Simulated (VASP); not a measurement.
# WS2 in VASP: density of states with PBE

Aim: the density of states of WS2 with PBE.

Program: VASP 6.6.1. These are calculated values, not measurements. Logs are shortened: lines on timing, memory, paths and dates and some standing lists are left out, and cuts for length are marked.

### 1 The cell of the first run

The cell holds a sheet with vacuum, 3 atoms: a = 3.210 Å, b = 3.210 Å, c = 29.382 Å, α = 90.00°, β = 90.00°, γ = 120.00°.

### 2 Density of states, PBE

File POSCAR:

```
WS2
1.0
    3.2103803639      0.0000000000      0.0000000000
   -1.6051901819      2.7802709509      0.0000000000
    0.0000000000      0.0000000000     29.3824049200
W S
1 2
Direct
    0.0000000000      0.0000000000      0.2892887775
    0.3333333333      0.6666666667      0.3429506089
    0.6666666667      0.3333333333      0.2356269461
```

File INCAR.step1:

```
SYSTEM = WS2
PREC = Accurate ; ENCUT = 520
EDIFF = 1E-7 ; ISMEAR = 0
SIGMA = 0.1 ; LREAL = .FALSE.
LASPH = .TRUE. ; NELM = 60
ALGO = Normal ; ISIF = 2
LWAVE = .FALSE. ; LCHARG = .TRUE.
LMAXMIX = 4 ; LDIPOL = .TRUE.
IDIPOL = 3 ; DIPOL = 0.5 0.5 0.289
GGA = PE ; NBANDS = 20
```

File KPOINTS.step1:

```
Automatic mesh
0
G
  18 18 1
  0 0 0
```

File INCAR.step2:

```
SYSTEM = WS2
PREC = Accurate ; ENCUT = 520
EDIFF = 1E-7 ; ISMEAR = -5
SIGMA = 0.1 ; LREAL = .FALSE.
LASPH = .TRUE. ; NELM = 60
ALGO = Normal ; ISIF = 2
LWAVE = .FALSE. ; LCHARG = .FALSE.
LMAXMIX = 4 ; LDIPOL = .TRUE.
IDIPOL = 3 ; DIPOL = 0.5 0.5 0.289
GGA = PE ; LORBIT = 10
NEDOS = 1001 ; ICHARG = 11
```

File KPOINTS.step2:

```
Automatic mesh
0
G
  27 27 1
  0 0 0
```

Potentials or basis: VASP PAW PBE potentials, release 64 (W_sv, S).

On the command line:

```console
> cat potpaw_PBE.64/W_sv/POTCAR potpaw_PBE.64/S/POTCAR > POTCAR
> cp INCAR.step1 INCAR
> cp KPOINTS.step1 KPOINTS
> mpirun -np 1 vasp_std > vasp.out
> cp INCAR.step2 INCAR
> cp KPOINTS.step2 KPOINTS
> mpirun -np 1 vasp_std > vasp.out
```

OUTCAR:

```text
SYSTEM = WS2
   PREC = Accurate
   ENCUT = 520
   EDIFF = 1E-7
   ISMEAR = -5
   LREAL = .FALSE.
   LASPH = .TRUE.
   NELM = 60
   ISIF = 2
   GGA = PE
   LORBIT = 10
   ICHARG = 11

 ion  position               nearest neighbor table
   1  0.000  0.000  0.289-   2 2.43   3 2.43   2 2.43   3 2.43   3 2.43   2 2.43
   2  0.333  0.667  0.343-   1 2.43   1 2.43   1 2.43
   3  0.667  0.333  0.236-   1 2.43   1 2.43   1 2.43

  LATTYP: Found a hexagonal cell.
 ALAT       =     3.2103803639
 C/A-ratio  =     9.1523126824

  Lattice vectors:

 A1 = (   3.2103803639,   0.0000000000,   0.0000000000)
 A2 = (  -1.6051901819,   2.7802709509,   0.0000000000)
 A3 = (   0.0000000000,   0.0000000000,  29.3824049200)

Analysis of symmetry for initial positions (statically):
=====================================================================
 Subroutine PRICEL returns:
 Original cell was already a primitive cell.

 Routine SETGRP: Setting up the symmetry group for a
 hexagonal supercell.

 Subroutine GETGRP returns: Found 12 space group operations
 (whereof  6 operations were pure point group operations)
 out of a pool of 24 trial point group operations.

The static configuration has the point symmetry C_3v.
 The point group associated with its full space group is D_3d.

Analysis of symmetry for dynamics (positions and initial velocities):
=====================================================================
 Subroutine PRICEL returns:
 Original cell was already a primitive cell.

 Routine SETGRP: Setting up the symmetry group for a
 hexagonal supercell.

 Subroutine GETGRP returns: Found 12 space group operations
 (whereof  6 operations were pure point group operations)
 out of a pool of 24 trial point group operations.

The dynamic configuration has the point symmetry C_3v.
 The point group associated with its full space group is D_3d.

 Subroutine INISYM returns: Found 12 space group operations
 (whereof  6 operations are pure point group operations),
 and found     1 'primitive' translations

----------------------------------------------------------------------------------------

                                     Primitive cell

  volume of cell :     262.2593

  direct lattice vectors                    reciprocal lattice vectors
     3.210380364  0.000000000  0.000000000     0.311489570  0.179838587  0.000000000
    -1.605190182  2.780270951  0.000000000     0.000000000  0.359677175  0.000000000
     0.000000000  0.000000000 29.382404920     0.000000000  0.000000000  0.034033974

  length of vectors
     3.210380364  3.210380364 29.382404920     0.359677175  0.359677175  0.034033974

  position of ions in fractional coordinates (direct lattice)
     0.000000000  0.000000000  0.289288777
     0.333333333  0.666666667  0.342950609
     0.666666667  0.333333333  0.235626946

  ion indices of the primitive-cell ions
   primitive index   ion index
                 1           1
                 2           2
                 3           3

----------------------------------------------------------------------------------------

 KPOINTS: Automatic mesh

Automatic generation of k-mesh.
 Grid dimensions read from file:
 generate k-points for:   27   27    1

 Generating k-lattice:

  Cartesian coordinates                     Fractional coordinates (reciprocal lattice)
     0.011536651  0.006660688  0.000000000     0.037037037 -0.000000000  0.000000000
     0.000000000  0.013321377  0.000000000     0.000000000  0.037037037  0.000000000
     0.000000000  0.000000000  0.034033974     0.000000000  0.000000000  1.000000000

  Length of vectors
     0.013321377  0.013321377  0.034033974

  Shift w.r.t. Gamma in fractional coordinates (k-lattice)
     0.000000000  0.000000000  0.000000000

 TETIRR: Found    376 inequivalent tetrahedra from     4374

 Subroutine IBZKPT returns following result:
 ===========================================

 Found     75 irreducible k-points:

 Following reciprocal coordinates:
            Coordinates               Weight
  0.000000  0.000000  0.000000      1.000000
  0.037037 -0.000000  0.000000      6.000000
  0.074074 -0.000000  0.000000      6.000000
  0.111111 -0.000000  0.000000      6.000000
  0.148148 -0.000000  0.000000      6.000000
  0.185185 -0.000000  0.000000      6.000000
[... 16 lines left out ...]
  0.333333  0.037037  0.000000     12.000000
  0.370370  0.037037  0.000000     12.000000
 [... further k-points ...]
   k-points           NKPTS =     75   k-points in BZ     NKDIM =     75   number of bands    NBANDS=     17
   number of dos      NEDOS =   1001   number of ions     NIONS =      3
   total plane-waves  NPLWV = 129024
   dimension x,y,z NGX =    24 NGY =   24 NGZ =  224
   dimension x,y,z NGXF=    48 NGYF=   48 NGZF=  448
   ions per type =               1   2
   NGX,Y,Z   is equivalent  to a cutoff of  12.43, 12.43, 12.67 a.u.
   NGXF,Y,Z  is equivalent  to a cutoff of  24.86, 24.86, 25.35 a.u.
 SYSTEM =  WS2
   PREC   = accura    normal or accurate (medium, high low for compatibility)
   ISTART =      0    job   : 0-new  1-cont  2-samecut
   ICHARG =     11    charge: 1-file 2-atom 10-const
   ISPIN  =      1    spin polarized calculation?
   LNONCOLLINEAR =      F non collinear calculations
   LSORBIT =      F    spin-orbit coupling
   LASPH  =      T    aspherical Exc in radial PAW
   ENCUT  =  520.0 eV  38.22 Ry    6.18 a.u.   5.97  5.97 54.63*2*pi/ulx,y,z
   NELM   =     60;   NELMIN=  2; NELMDL=  0     # of ELM steps
   EDIFF  = 0.1E-06   stopping-criterion for ELM
   LREAL  =      F    real-space projection
   EDIFFG = 0.1E-05   stopping-criterion for IOM
   NSW    =      0    number of steps for IOM
   IBRION =     -1    ionic relax: 0-MD 1-quasi-New 2-CG
   NFREE  =      0    steps in history (QN), initial steepest desc. (CG)
   ISIF   =      2    stress and relaxation
   ISYM   =      2    0-nonsym 1-usesym 2-fastsym
   POTIM  = 0.5000    time-step for ionic-motion
   TEBEG  =    0.0;   TEEND  =   0.0 temperature during run
   PSTRESS=    0.0 pullay stress
   NELECT =      26.0000    total number of electrons
   NUPDOWN=      -1.0000    fix difference up-down
   EMIN   =  10.00;   EMAX   =-10.00  energy-range for DOS
   EFERMI =   0.00;   METHOD = LEGACY
   ISMEAR =    -5;   SIGMA  =   0.10  broadening in eV -4-tet -1-fermi 0-gaus
   EFERMI_NEDOS =   21; number of points for ismear=-14 and -15
   IALGO  =     38    algorithm
   IMIX   =      4    mixing-type and parameters
     AMIX     =   0.40;   BMIX     =  1.00
     AMIX_MAG =   1.60;   BMIX_MAG =  1.00
  volume/ion in A,a.u.               =      87.42       589.94
  Fermi-wavevector in a.u.,A,eV,Ry     =   0.757685  1.431818  7.810932  0.574087
  Thomas-Fermi vector in A             =   1.856087
   LORBIT       =     10    0 simple, 1 ext, 2 COOP (PROOUT), +10 PAW based schemes
   GGA     = PE    functional components
   LHFCALC =     F    Hartree Fock is set to
   AEXX    =    0.0000 exact exchange contribution
   IVDW    =     0    specifies the selected vdW correction
   LEPSILON=     F    determine dielectric tensor
   LRPA    =     F    only Hartree local field effects (RPA)
 non-spin polarized calculation
 Fermi weights with tetrahedron method with Bloechl corrections
  energy-cutoff  :      520.00
  volume of cell :      262.26
 maximum number of plane-waves:      7170
 NGX is ok and might be reduce to    24

 number of electron      26.0000003 magnetization

 dipolmoment           0.000000      0.000000     -0.000170 electrons x Angstroem

 Free energy of the ion-electron system (eV)
  ---------------------------------------------------
  ext. energy  EPLUGINS =         0.00000000
  ---------------------------------------------------
  free energy    TOTEN  =       -22.78588363 eV

  energy without entropy =      -22.78588363  energy(sigma->0) =      -22.78588363

 E-fermi :  -2.2825     XC(G=0):  -2.6201

 val. band max:       -2.3445376428   @ k =   0.0741  -0.0000   0.0000
 cond. band min:      -2.2815063084   @ k =   0.3704   0.2593   0.0000
 fundamental gap:      0.0630313344
 Fermi energy:        -2.2825407545

 k-point     1 :       0.0000    0.0000    0.0000
  band No.  band energies     occupation
      1     -77.3115      2.00000
      2     -41.4552      2.00000
      3     -41.4552      2.00000
      4     -41.4178      2.00000
      5     -17.7142      2.00000
      6     -16.2378      2.00000
[... 9 lines left out ...]
     16       1.0802      0.00000
     17       1.2075      0.00000

 k-point     2 :       0.0370   -0.0000    0.0000
  band No.  band energies     occupation
      1     -77.3113      2.00000
      2     -41.4593      2.00000
      3     -41.4561      2.00000
      4     -41.4171      2.00000
      5     -17.6909      2.00000
      6     -16.2318      2.00000
[... 9 lines left out ...]
     16       0.9969      0.00000
     17       1.0751      0.00000

 k-point     3 :       0.0741   -0.0000    0.0000
  band No.  band energies     occupation
      1     -77.3107      2.00000
      2     -41.4715      2.00000
      3     -41.4590      2.00000
      4     -41.4149      2.00000
      5     -17.6216      2.00000
      6     -16.2137      2.00000
[... 392 lines left out ...]
 k-point    23 :       0.3333    0.0370    0.0000
  band No.  band energies     occupation
      1     -77.2997      2.00000
      2     -41.6947      2.00000
      3     -41.5143      2.00000
      4     -41.3736      2.00000
      5     -16.1776      2.00000
      6     -15.6909      2.00000
[... 9 lines left out ...]
     16       1.1273      0.00000
     17       1.6114      0.00000

 k-point    24 :       0.3704    0.0370    0.0000
  band No.  band energies     occupation
      1     -77.2985      2.00000
      2     -41.7191      2.00000
      3     -41.5205      2.00000
      4     -41.3689      2.00000
      5     -16.0634      2.00000
      6     -15.5186      2.00000
[... 9 lines left out ...]
     16       1.2377      0.00000
     17       1.8301      0.00000

 [... further k-points ...]

------------------------ aborting loop because EDIFF is reached ----------------------------------------

 vacuum level on the upper side and lower side of the slab       (xc-potential included)        -0.012        -0.009

  FORCE on cell =-STRESS in cart. coord.  units (eV):
  Direction    XX          YY          ZZ          XY          YZ          ZX
  --------------------------------------------------------------------------------------
  -------------------------------------------------------------------------------------
  Total        0.0389908      0.0389908     -0.0624787      0.0000000      0.0000000      0.0000000
  in kB        0.2382000      0.2382000     -0.3816908      0.0000000      0.0000000      0.0000000
  external PRESSURE =       0.0315697 kB  Pullay stress =       0.0000000 kB

 VOLUME and BASIS-vectors are now :
 -----------------------------------------------------------------------------
  energy-cutoff  :      520.00
  volume of cell :      262.26
      direct lattice vectors                 reciprocal lattice vectors
     3.210380364  0.000000000  0.000000000     0.311489570  0.179838587  0.000000000
    -1.605190182  2.780270951  0.000000000     0.000000000  0.359677175  0.000000000
     0.000000000  0.000000000 29.382404920     0.000000000  0.000000000  0.034033974

 POSITION                                       TOTAL-FORCE (eV/Angst)
 -----------------------------------------------------------------------------------
      0.00000      0.00000      8.50000        -0.000000      0.000000     -0.000000
     -0.00000      1.85351     10.07671         0.000000     -0.000000     -0.014491
      1.60519      0.92676      6.92329        -0.000000      0.000000      0.014491
 -----------------------------------------------------------------------------------
    total drift:                                0.000000      0.000000     -0.027937

  FREE ENERGIE OF THE ION-ELECTRON SYSTEM (eV)
  ---------------------------------------------------
  free  energy   TOTEN  =       -22.7858836273 eV

  energy  without entropy=      -22.7858836273  energy(sigma->0) =      -22.78588363

 vacuum level on the upper side and lower side of the slab         2.546         2.549

 total charge

# of ion       s       p       d       tot
------------------------------------------
    1        2.319   6.310   3.320  11.950
    2        1.360   2.342   0.000   3.703
    3        1.360   2.342   0.000   3.703
--------------------------------------------------
tot          5.040  10.995   3.320  19.355
```

Wall time 5.4 min (1 thread of AMD EPYC 9R45 (Zen 5), shared host); peak memory 0.52 GiB.

What came out:

- Valence electrons inside the program's atomic spheres: W 11.95; S 3.70

Caveat: spin-orbit coupling is left out, which moves the levels of the heavy elements; tetrahedron occupations give inexact forces and stress in metals.
